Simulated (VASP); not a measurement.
**Sn: single point with PBE**

The system is Sn.

```
Sn
1.0
     0.00000    3.32797    3.32797
     3.32797    0.00000    3.32797
     3.32797    3.32797    0.00000
Sn
2
Cartesian
  4.9920 4.9920 4.9920
  3.3280 3.3280 3.3280
```

```yaml
Program: VASP 6.6.1
Task: single point
Functional: PBE
Potentials_or_basis: VASP PAW PBE potentials, release 64 (Sn_d)
Cutoff: 520 eV
k_mesh: 6 × 6 × 6
Occupations: gaussian, width 0.05 eV
Spin: no spin polarisation
Dipole_correction: no
Further_INCAR_settings: ALGO = Normal; EDIFF = 1e-06; NBANDS = 21
```

- Pressure: 0.0 GPa
- Band gap on the k mesh: zero (band 14 reaches 4.96 eV, above the bottom of band 15 at 4.73 eV)

Levels at points of the mesh, in eV from the Fermi level:
```csv
k point,band 10,band 11,band 12,band 13,band 14,band 15,band 16,band 17,band 18,band 19
"(0.00, 0.00, 0.00)",-21.10,-9.97,-1.01,0.23,0.23,0.23,2.29,2.29,2.29,5.11
"(0.50, 0.00, 0.00)",-21.06,-8.50,-5.89,-0.86,-0.86,0.00,3.34,3.34,5.83,8.34
"(0.50, 0.50, 0.00)",-21.04,-7.12,-7.12,-2.08,-2.08,1.04,1.04,7.39,7.39,8.92
```

Wall time 9.2 s on 1 thread of Intel(R) Xeon(R) 6975P-C (Granite Rapids), with other jobs on the host, peak memory 0.2 GiB.

Caveat: spin-orbit coupling is left out, which moves the levels of the heavy elements.
